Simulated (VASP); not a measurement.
Input of a VASP 6.6.1 run:

INCAR

```
SYSTEM = Ge
PREC     = Accurate       ! precision mode
ENCUT    = 520            ! plane-wave cutoff, eV
EDIFF    = 1E-7           ! SCF threshold, eV
ISMEAR   = 0              ! smearing method
SIGMA    = 0.05           ! smearing width, eV
LREAL    = .False.        ! projectors in reciprocal space
LASPH    = .True.         ! aspherical terms in the spheres
NELM     = 60             ! most SCF steps
ALGO     = Normal         ! electronic algorithm
ISIF     = 2              ! what is computed and relaxed
LWAVE    = .False.        ! write WAVECAR
LCHARG   = .True.         ! write CHGCAR
GGA      = PS             ! functional
LELF     = .True.         ! ELF
LVHAR    = .True.       
NBANDS   = 21             ! bands
```

File KPOINTS:

```
Automatic mesh
0
Gamma
  8 8 5
  0 0 0
```

Contents of POSCAR:

```
Ge
1.0
   -2.5744897190      2.5744897190      1.3974126432
    2.5744897190     -2.5744897190      1.3974126432
    2.5744897190      2.5744897190     -1.3974126432
Ge
2
Direct
    0.4789340000      0.4743510000     -0.0067190000
    0.2450430000      0.7425210000      0.5069130000
```

Potentials or basis: VASP PAW PBE potentials, release 64 (Ge_d).

Run with:

```bash
$ cat potpaw_PBE.64/Ge_d/POTCAR > POTCAR
$ mpirun -np 1 vasp_std > vasp.out
```

Question: Predict the largest force.

Answer: 0.213 eV/Å.

Question: Estimate the band gap on the k mesh.

Answer: Zero (bands 14 and 15 overlap by 3.71 eV).

Stress tensor (GPa, compression positive):
```
-0.70 -0.57 -0.14
-0.57 -1.49 -0.29
-0.14 -0.29  0.15
```

Caveat: the PAW data sets were made with another functional, which shifts forces and pressure a little.
